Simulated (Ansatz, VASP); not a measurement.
CdS in VASP and in Ansatz

File INCAR:

```
SYSTEM = CdS
  ALGO = Normal
  EDIFF = 1E-7
  ENCUT = 520
  GGA = CA
  ISIF = 2
  ISMEAR = 0
  LASPH = .True.
  LCHARG = .True.
  LELF = .True.
  LREAL = .False.
  LVHAR = .True.
  LWAVE = .False.
  NBANDS = 26
  NELM = 100
  PREC = Accurate
  SIGMA = 0.1
```

The input KPOINTS:

```
k-points
0
Gamma
  6 6 4
  0 0 0
```

Contents of POSCAR:

```
CdS
1.0
    4.1688381000      0.0000000000      0.0000000000
   -2.0844190500      3.6103197000      0.0000000000
    0.0000000000      0.0000000000      6.7796174100
Cd S
2 2
Direct
    0.6666666700      0.3333333300      0.5002243700
    0.3333333300      0.6666666700      0.0002243700
    0.6666666700      0.3333333300      0.8767756300
    0.3333333300      0.6666666700      0.3767756300
```

Input for Ansatz:

```yaml
crystal:
  lattice:
    - [4.1688381, 0.0, 0.0]
    - [-2.08441905, 3.6103197, 0.0]
    - [0.0, 0.0, 6.77961741]
  atoms:
    - { symbol: Cd, position: [0.66666667, 0.33333333, 0.50022437] }
    - { symbol: Cd, position: [0.33333333, 0.66666667, 0.00022437] }
    - { symbol: S, position: [0.66666667, 0.33333333, 0.87677563] }
    - { symbol: S, position: [0.33333333, 0.66666667, 0.37677563] }
basis:
  ecutwfc: 600.0
kpoints:
  mp_grid: { grid: [6, 6, 4] }
hamiltonian:
  xc: lda
  pseudopotentials: { kind: paw, azcp: { folder: soft_1 } }
scf:
  occupations: { method: gaussian, width: 0.1 }
output:
  forces: true
  stress: true
  eigenvalues: true
```

Alike in both runs: task single point; functional LDA; k mesh 6 × 6 × 4; occupations gaussian, width 0.1 eV; no spin polarisation.

```csv
,VASP,Ansatz
version,VASP 6.6.1,Ansatz 0.2.0
potentials or method,"VASP PAW LDA potentials, release 64 (Cd, S), cutoff 520 eV","scalar-relativistic, plane waves, PAW"
valence electrons in the cell,36,52
```

Ansatz gave:

* gap on the k mesh at the Fermi level (eV): 0.88
* least direct gap on the mesh (eV): 0.88
* pressure (GPa): -3.9

Problem. Which values does VASP return?

Solution. gap on the k mesh at the Fermi level (eV): 0.90; least direct gap on the mesh (eV): 0.90; pressure (GPa): -3.5.

Ansatz warns that its potentials were made for another functional, while VASP's fit it. LDA's correlation is that of Perdew and Zunger in VASP and of Perdew and Wang (1992) in Ansatz. VASP's potentials hold 36 valence electrons a cell and Ansatz's 52, so a difference there can come from the potentials and not from the codes.
